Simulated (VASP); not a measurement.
Here is a VASP 6.6.1 calculation.

File POSCAR:

```
Te2Mo
1.0
    3.5421311991      0.0000000000      0.0000000000
   -1.7710655996      3.0675756020      0.0000000000
    0.0000000000      0.0000000000     14.1762755547
Te Mo
4 2
Direct
    0.3333333333      0.6666666667      0.1233990641
    0.6666666667      0.3333333333      0.6234237379
    0.6666666667      0.3333333333      0.8766009359
    0.3333333333      0.6666666667      0.3765762621
    0.3333333333      0.6666666667      0.7500122962
    0.6666666667      0.3333333333      0.2499877038
```

File INCAR.step1:

```
PREC = Accurate ; ENCUT = 520
ISMEAR = 0 ; SIGMA = 0.01
LREAL = F ; LASPH = T
NELM = 60 ; NBANDS = 35
GGA = PE ; ALGO = Normal
EDIFF = 1E-4 ; LWAVE = T
LCHARG = F
```

Contents of INCAR.step2:

```
PREC = Accurate ; ENCUT = 520
EDIFF = 1E-7 ; ISMEAR = 0
SIGMA = 0.01 ; LREAL = F
LASPH = T ; NELM = 60
ALGO = Normal ; ISIF = 2
LWAVE = F ; LCHARG = T
METAGGA = R2SCAN ; LMIXTAU = T
LELF = T ; LVHAR = T
NBANDS = 35 ; ISTART = 1
```

KPOINTS

```
Automatic mesh
0
Gamma
  12 12 2
```

Potentials or basis: VASP PAW PBE potentials, release 64 (Te, Mo_sv).

The run is started by

```sh
$ cat potpaw_PBE.64/Te/POTCAR potpaw_PBE.64/Mo_sv/POTCAR > POTCAR
$ cp INCAR.step1 INCAR
$ mpirun -np 1 vasp_std > vasp.out
$ cp INCAR.step2 INCAR
$ mpirun -np 1 vasp_std > vasp.out
```

Q: Predict the band gap on the k mesh.

A: 0.93 eV (least direct gap 1.09 eV).

Q: Estimate the pressure.

A: 1.3 GPa.

Forces on the atoms (eV/Å):
```
Te   0.000  0.000  0.008
Te   0.000  0.000  0.008
Te   0.000  0.000 -0.008
Te   0.000  0.000 -0.008
Mo   0.000  0.000  0.000
Mo   0.000  0.000  0.000
```

Caveat: the PAW data sets were made with another functional, which shifts forces and pressure a little; spin-orbit coupling is left out, which moves the levels of the heavy elements. A k mesh can miss the band edges.
